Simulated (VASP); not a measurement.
# C (P6_3/mmc) in VASP: further runs

The runs below take C through single point, with LDA, PBE.

All numbers are computed with VASP 6.6.1; they aren't measurements. Logs are shortened: lines on timing, memory, paths and dates and some standing lists are left out, and cuts for length are marked.

### Step 1. The cell of the first run

The structure is hexagonal, space group P6_3/mmc (No. 194). Conventional cell: a = 2.483 Å, b = 2.483 Å, c = 4.136 Å, α = 90.00°, β = 90.00°, γ = 120.00°. C (site symmetry 3m) has 4 C at 1.53 to 1.55 Å within 2.0 Å.

### Step 2. Single point, LDA

INCAR reads:

```
SYSTEM = C
ALGO = Normal
EDIFF = 1E-6
ENCUT = 520
GGA = CA
ISIF = 2
ISMEAR = -1
LASPH = .True.
LCHARG = .False.
LREAL = .False.
LWAVE = .False.
NBANDS = 16
NELM = 100
PREC = Accurate
SIGMA = 0.02
```

KPOINTS reads:

```
k-points
0
Gamma
  12 12 6
  0 0 0
```

POSCAR reads:

```
C
1.0
    2.4832777945      0.0000000000      0.0000000000
   -1.2416388973      2.1505816547      0.0000000000
    0.0000000000      0.0000000000      4.1363419675
C
4
Direct
    0.3333333333      0.6666666667      0.0003343809
    0.6666666667      0.3333333333      0.5003343809
    0.3333333333      0.6666666667      0.3746656191
    0.6666666667      0.3333333333      0.8746656191
```

Potentials or basis: VASP PAW LDA potentials, release 64 (C).

The run is started by

```sh
$ cat potpaw_LDA.64/C/POTCAR > POTCAR
$ mpirun -np 1 vasp_std > vasp.out
```

OUTCAR:

```text
SYSTEM = C
   EDIFF = 1E-6
   ENCUT = 520
   GGA = CA
   ISIF = 2
   ISMEAR = -1
   LASPH = .True.
   LREAL = .False.
   NELM = 100
   PREC = Accurate

 ion  position               nearest neighbor table
   1  0.333  0.667  0.000-   4 1.53   4 1.53   4 1.53   3 1.55
   2  0.667  0.333  0.500-   3 1.53   3 1.53   3 1.53   4 1.55
   3  0.333  0.667  0.375-   2 1.53   2 1.53   2 1.53   1 1.55
   4  0.667  0.333  0.875-   1 1.53   1 1.53   1 1.53   2 1.55

  LATTYP: Found a hexagonal cell.
 ALAT       =     2.4832777945
 C/A-ratio  =     1.6656783130

  Lattice vectors:

 A1 = (   2.4832777945,   0.0000000000,   0.0000000000)
 A2 = (  -1.2416388973,   2.1505816547,   0.0000000000)
 A3 = (   0.0000000000,   0.0000000000,   4.1363419675)

Analysis of symmetry for initial positions (statically):
=====================================================================
 Subroutine PRICEL returns:
 Original cell was already a primitive cell.

 Routine SETGRP: Setting up the symmetry group for a
 hexagonal supercell.

 Subroutine GETGRP returns: Found 24 space group operations
 (whereof  6 operations were pure point group operations)
 out of a pool of 24 trial point group operations.

The static configuration has the point symmetry C_3v.
 The point group associated with its full space group is D_6h.

Analysis of symmetry for dynamics (positions and initial velocities):
=====================================================================
 Subroutine PRICEL returns:
 Original cell was already a primitive cell.

 Routine SETGRP: Setting up the symmetry group for a
 hexagonal supercell.

 Subroutine GETGRP returns: Found 24 space group operations
 (whereof  6 operations were pure point group operations)
 out of a pool of 24 trial point group operations.

The dynamic configuration has the point symmetry C_3v.
 The point group associated with its full space group is D_6h.

 Subroutine INISYM returns: Found 24 space group operations
 (whereof  6 operations are pure point group operations),
 and found     1 'primitive' translations

----------------------------------------------------------------------------------------

                                     Primitive cell

  volume of cell :      22.0901

  direct lattice vectors                    reciprocal lattice vectors
     2.483277795  0.000000000  0.000000000     0.402693570  0.232495241  0.000000000
    -1.241638897  2.150581655  0.000000000     0.000000000  0.464990482  0.000000000
     0.000000000  0.000000000  4.136341967     0.000000000  0.000000000  0.241759508

  length of vectors
     2.483277795  2.483277795  4.136341967     0.464990482  0.464990482  0.241759508

  position of ions in fractional coordinates (direct lattice)
     0.333333333  0.666666667  0.000334381
     0.666666667  0.333333333  0.500334381
     0.333333333  0.666666667  0.374665619
     0.666666667  0.333333333  0.874665619

  ion indices of the primitive-cell ions
   primitive index   ion index
                 1           1
                 2           2
                 3           3
                 4           4

----------------------------------------------------------------------------------------

 KPOINTS: k-points

Automatic generation of k-mesh.
 Grid dimensions read from file:
 generate k-points for:   12   12    6

 Generating k-lattice:

  Cartesian coordinates                     Fractional coordinates (reciprocal lattice)
     0.033557797  0.019374603  0.000000000     0.083333333 -0.000000000  0.000000000
     0.000000000  0.038749207  0.000000000     0.000000000  0.083333333  0.000000000
     0.000000000  0.000000000  0.040293251     0.000000000  0.000000000  0.166666667

  Length of vectors
     0.038749207  0.038749207  0.040293251

  Shift w.r.t. Gamma in fractional coordinates (k-lattice)
     0.000000000  0.000000000  0.000000000

 Subroutine IBZKPT returns following result:
 ===========================================

 Found     76 irreducible k-points:

 Following reciprocal coordinates:
            Coordinates               Weight
  0.000000  0.000000  0.000000      1.000000
  0.083333  0.000000  0.000000      6.000000
  0.166667  0.000000  0.000000      6.000000
  0.250000  0.000000  0.000000      6.000000
  0.333333  0.000000  0.000000      6.000000
  0.416667 -0.000000  0.000000      6.000000
[... 16 lines left out ...]
  0.250000  0.000000  0.166667     12.000000
  0.333333  0.000000  0.166667     12.000000
 [... further k-points ...]
   k-points           NKPTS =     76   k-points in BZ     NKDIM =     76   number of bands    NBANDS=     16
   number of dos      NEDOS =    301   number of ions     NIONS =      4
   total plane-waves  NPLWV =  10368
   dimension x,y,z NGX =    18 NGY =   18 NGZ =   32
   dimension x,y,z NGXF=    36 NGYF=   36 NGZF=   64
   ions per type =               4
   NGX,Y,Z   is equivalent  to a cutoff of  12.05, 12.05, 12.86 a.u.
   NGXF,Y,Z  is equivalent  to a cutoff of  24.10, 24.10, 25.72 a.u.
 SYSTEM =  C
   PREC   = accura    normal or accurate (medium, high low for compatibility)
   ISTART =      0    job   : 0-new  1-cont  2-samecut
   ICHARG =      2    charge: 1-file 2-atom 10-const
   ISPIN  =      1    spin polarized calculation?
   LNONCOLLINEAR =      F non collinear calculations
   LSORBIT =      F    spin-orbit coupling
   LASPH  =      T    aspherical Exc in radial PAW
   ENCUT  =  520.0 eV  38.22 Ry    6.18 a.u.   4.62  4.62  7.69*2*pi/ulx,y,z
   NELM   =    100;   NELMIN=  2; NELMDL= -5     # of ELM steps
   EDIFF  = 0.1E-05   stopping-criterion for ELM
   LREAL  =      F    real-space projection
   EDIFFG = 0.1E-04   stopping-criterion for IOM
   NSW    =      0    number of steps for IOM
   IBRION =     -1    ionic relax: 0-MD 1-quasi-New 2-CG
   NFREE  =      0    steps in history (QN), initial steepest desc. (CG)
   ISIF   =      2    stress and relaxation
   ISYM   =      2    0-nonsym 1-usesym 2-fastsym
   POTIM  = 0.5000    time-step for ionic-motion
   TEBEG  =    0.0;   TEEND  =   0.0 temperature during run
   PSTRESS=    0.0 pullay stress
   NELECT =      16.0000    total number of electrons
   NUPDOWN=      -1.0000    fix difference up-down
   EMIN   =  10.00;   EMAX   =-10.00  energy-range for DOS
   EFERMI =   0.00;   METHOD = LEGACY
   ISMEAR =    -1;   SIGMA  =   0.02  broadening in eV -4-tet -1-fermi 0-gaus
   EFERMI_NEDOS =   21; number of points for ismear=-14 and -15
   IALGO  =     38    algorithm
   IMIX   =      4    mixing-type and parameters
     AMIX     =   0.40;   BMIX     =  1.00
     AMIX_MAG =   1.60;   BMIX_MAG =  1.00
  volume/ion in A,a.u.               =       5.52        37.27
  Fermi-wavevector in a.u.,A,eV,Ry     =   1.470220  2.778313 29.409622  2.161546
  Thomas-Fermi vector in A             =   2.585503
   LORBIT       =      0    0 simple, 1 ext, 2 COOP (PROOUT), +10 PAW based schemes
   GGA     = CA    functional components
   LHFCALC =     F    Hartree Fock is set to
   AEXX    =    0.0000 exact exchange contribution
   IVDW    =     0    specifies the selected vdW correction
   LEPSILON=     F    determine dielectric tensor
   LRPA    =     F    only Hartree local field effects (RPA)
 non-spin polarized calculation
  energy-cutoff  :      520.00
  volume of cell :       22.09
 maximum number of plane-waves:       610
   NGX =  9   NGY =  9   NGZ = 15

 number of electron      15.9999992 magnetization

 Free energy of the ion-electron system (eV)
  ---------------------------------------------------
  ext. energy  EPLUGINS =         0.00000000
  ---------------------------------------------------
  free energy    TOTEN  =       -40.39015540 eV

  energy without entropy =      -40.39015540  energy(sigma->0) =      -40.39015540

 E-fermi :  10.8411     XC(G=0): -13.6234

 val. band max:       10.4236748746   @ k =   0.0000   0.0000   0.0000
 cond. band min:      13.4317649728   @ k =   0.3333   0.3333   0.0000
 fundamental gap:      3.0080900982
 Fermi energy:        10.8411471240

 k-point     1 :       0.0000    0.0000    0.0000
  band No.  band energies     occupation
      1     -11.5806      2.00000
      2      -5.8020      2.00000
      3      -3.5746      2.00000
      4       7.2744      2.00000
      5       7.2744      2.00000
      6       9.9027      2.00000
[... 8 lines left out ...]
     15      25.4670      0.00000
     16      28.0863      0.00000

 k-point     2 :       0.0833    0.0000    0.0000
  band No.  band energies     occupation
      1     -11.4049      2.00000
      2      -5.6453      2.00000
      3      -3.4073      2.00000
      4       6.4182      2.00000
      5       6.9081      2.00000
      6       9.6433      2.00000
[... 8 lines left out ...]
     15      25.6350      0.00000
     16      27.6230      0.00000

 k-point     3 :       0.1667    0.0000    0.0000
  band No.  band energies     occupation
      1     -10.8796      2.00000
      2      -5.1771      2.00000
      3      -2.9159      2.00000
      4       4.3949      2.00000
      5       6.0754      2.00000
      6       7.9879      2.00000
[... 8 lines left out ...]
     15      25.5249      0.00000
     16      26.1347      0.00000

 k-point     4 :       0.2500    0.0000    0.0000
  band No.  band energies     occupation
      1     -10.0110      2.00000
      2      -4.4020      2.00000
      3      -2.1448      2.00000
      4       1.9752      2.00000
      5       5.1760      2.00000
      6       5.8990      2.00000
[... 8 lines left out ...]
     15      25.2202      0.00000
     16      26.2606      0.00000
[... 324 lines left out ...]
 k-point    22 :       0.1667    0.0000    0.1667
  band No.  band energies     occupation
      1     -10.6899      2.00000
      2      -6.3480      2.00000
      3      -1.4432      2.00000
      4       4.5581      2.00000
      5       6.2334      2.00000
      6       7.4533      2.00000
[... 8 lines left out ...]
     15      25.7601      0.00000
     16      26.0217      0.00000

 k-point    23 :       0.2500    0.0000    0.1667
  band No.  band energies     occupation
      1      -9.8229      2.00000
      2      -5.5370      2.00000
      3      -0.7539      2.00000
      4       2.1697      2.00000
      5       5.3255      2.00000
      6       5.3379      2.00000
[... 8 lines left out ...]
     15      24.4494      0.00000
     16      26.3833      0.00000

 k-point    24 :       0.3333    0.0000    0.1667
  band No.  band energies     occupation
      1      -8.6292      2.00000
      2      -4.4290      2.00000
      3      -0.7585      2.00000
      4       0.6726      2.00000
      5       3.1243      2.00000
      6       4.6023      2.00000
[... 8 lines left out ...]
     15      25.0756      0.00000
     16      27.6585      0.00000

 [... further k-points ...]
[... 5 lines left out ...]
  --------------------------------------------------------------------------------------
  -------------------------------------------------------------------------------------
  Total        0.2223834      0.2223834      0.2122056     -0.0000000      0.0000000      0.0000000
  in kB       16.1292904     16.1292904     15.3911044     -0.0000000      0.0000000      0.0000000
  external PRESSURE =      15.8832284 kB  Pullay stress =       0.0000000 kB

 VOLUME and BASIS-vectors are now :
 -----------------------------------------------------------------------------
  energy-cutoff  :      520.00
  volume of cell :       22.09
      direct lattice vectors                 reciprocal lattice vectors
     2.483277795  0.000000000  0.000000000     0.402693570  0.232495241  0.000000000
    -1.241638897  2.150581655  0.000000000     0.000000000  0.464990482  0.000000000
     0.000000000  0.000000000  4.136341967     0.000000000  0.000000000  0.241759508

 POSITION                                       TOTAL-FORCE (eV/Angst)
 -----------------------------------------------------------------------------------
     -0.00000      1.43372      0.00138        -0.000000     -0.000000      0.003734
      1.24164      0.71686      2.06955         0.000000      0.000000      0.003734
     -0.00000      1.43372      1.54975         0.000000     -0.000000     -0.003734
      1.24164      0.71686      3.61792         0.000000      0.000000     -0.003734
 -----------------------------------------------------------------------------------
    total drift:                               -0.000000      0.000000      0.000000

  FREE ENERGIE OF THE ION-ELECTRON SYSTEM (eV)
  ---------------------------------------------------
  free  energy   TOTEN  =       -40.3901553955 eV

  energy  without entropy=      -40.3901553955  energy(sigma->0) =      -40.39015540
```

Run time: 14 s. Hardware: 1 thread of Intel Xeon Platinum 8375C at 2.90GHz (Ice Lake), shared host; peak memory 0.13 GiB.

Results:

```
Free energy            : -40.3902 eV
Pressure               : 1.6 GPa
Largest force          : 0.004 eV/Å
Band gap on the k mesh : 3.01 eV, indirect (least direct gap 4.97 eV)
```

Forces on the atoms (eV/Å):
```
C    0.000  0.000  0.004
C    0.000  0.000  0.004
C    0.000  0.000 -0.004
C    0.000  0.000 -0.004
```

A k mesh can miss the band edges.

### Step 3. Single point, PBE

This run uses another cell than the first one, of 5.71 Å³/atom, 1.034 times its volume.

INCAR reads:

```
SYSTEM = C
ALGO = Normal
EDIFF = 1E-7
ENCUT = 520
GGA = PE
ISIF = 2
ISMEAR = -1
LASPH = .TRUE.
LCHARG = .FALSE.
LREAL = .FALSE.
LWAVE = .FALSE.
NBANDS = 16
NELM = 80
PREC = Accurate
SIGMA = 0.02
```

KPOINTS reads:

```
k-points
0
G
  12 12 6
  0 0 0
```

POSCAR reads:

```
C
1.0
    2.5115321431      0.0000000000      0.0000000000
   -1.2557660716      2.1750506383      0.0000000000
    0.0000000000      0.0000000000      4.1804261420
C
4
Direct
    0.3333333333      0.6666666667      0.0002342823
    0.6666666667      0.3333333333      0.5002342823
    0.3333333333      0.6666666667      0.3747657177
    0.6666666667      0.3333333333      0.8747657177
```

Potentials or basis: VASP PAW PBE potentials, release 64 (C).

The run is started by

```sh
$ cat potpaw_PBE.64/C/POTCAR > POTCAR
$ mpirun -np 1 vasp_std > vasp.out
```

Wall time 16 s (1 thread of Intel Xeon Platinum 8375C at 2.90GHz (Ice Lake), shared host); peak memory 0.14 GiB.

It converged, with:

* Free energy: -36.2731 eV
* Pressure: 0.6 GPa
* Largest force: 0.003 eV/Å
* Band gap on the k mesh: 3.34 eV, indirect (least direct gap 4.96 eV)

Forces on the atoms (eV/Å):
```
C    0.000  0.000  0.003
C    0.000  0.000  0.003
C    0.000  0.000 -0.003
C    0.000  0.000 -0.003
```

Stress tensor (GPa, compression positive):
```
0.70 0.00 0.00
0.00 0.70 0.00
0.00 0.00 0.54
```

Levels at points of the mesh, in eV from the valence-band top:
```tsv
k point	band 6	band 7	band 8	band 9	band 10	band 11
(0.00, 0.00, 0.00)	-0.47	0.00	0.00	4.96	4.96	5.33
(0.50, 0.00, 0.00)	-6.42	-5.90	-3.12	4.48	8.08	8.28
(0.00, 0.00, 0.50)	-1.83	-1.83	-1.83	7.23	7.23	7.23
(0.50, 0.00, 0.50)	-5.06	-4.79	-4.79	5.87	5.87	6.49
```

A k mesh can miss the band edges.
